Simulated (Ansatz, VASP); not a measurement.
MgO: VASP beside Ansatz

The input INCAR:

```
ALGO = Normal
EDIFF = 1E-6
ENCUT = 600
GGA = PE
GGA_COMPAT = False
ISIF = 2
ISMEAR = 0
LASPH = True
LCHARG = True
LELF = True
LREAL = False
LVHAR = True
LWAVE = False
NBANDS = 11
NELM = 120
PREC = Accurate
SIGMA = 0.01
```

KPOINTS

```
k-points
0
Gamma
  8 8 8
```

Contents of POSCAR:

```
MgO
1.0
    0.0000000000      2.0800032635      2.0800032635
    2.0800032635      0.0000000000      2.0800032635
    2.0800032635      2.0800032635      0.0000000000
Mg O
1 1
Direct
    0.0000000000      0.0000000000      0.0000000000
    0.5000000000      0.5000000000      0.5000000000
```

Input for Ansatz:

```yaml
crystal:
  lattice:
    - [0.0, 2.0800032634903185, 2.0800032634903185]
    - [2.0800032634903185, 0.0, 2.0800032634903185]
    - [2.0800032634903185, 2.0800032634903185, 0.0]
  atoms:
    - { symbol: Mg, position: [0.0, 0.0, 0.0] }
    - { symbol: O, position: [0.5, 0.5, 0.5] }
basis:
  ecutwfc: 550.0
kpoints:
  mp_grid:
    grid: [8, 8, 8]
hamiltonian:
  xc: pbe
scf:
  occupations:
    method: fixed
output:
  stress: true
```

Alike in both runs: task single point; functional PBE; k mesh 8 × 8 × 8; no spin polarisation.

```csv
,VASP,Ansatz
version,VASP 6.6.1,Ansatz 0.2.0
potentials or method,"VASP PAW PBE potentials, release 64 (Mg, O), cutoff 600 eV","plane waves, PAW"
occupations,"gaussian, width 0.01 eV",fixed
valence electrons in the cell,8,16
```

Ansatz gave:

- pressure (GPa): 11.5

Q: Estimate VASP's values.

A: Pressure (GPa): 10.5.

VASP's potentials hold 8 valence electrons a cell and Ansatz's 16, so a difference there can come from the potentials and not from the codes.
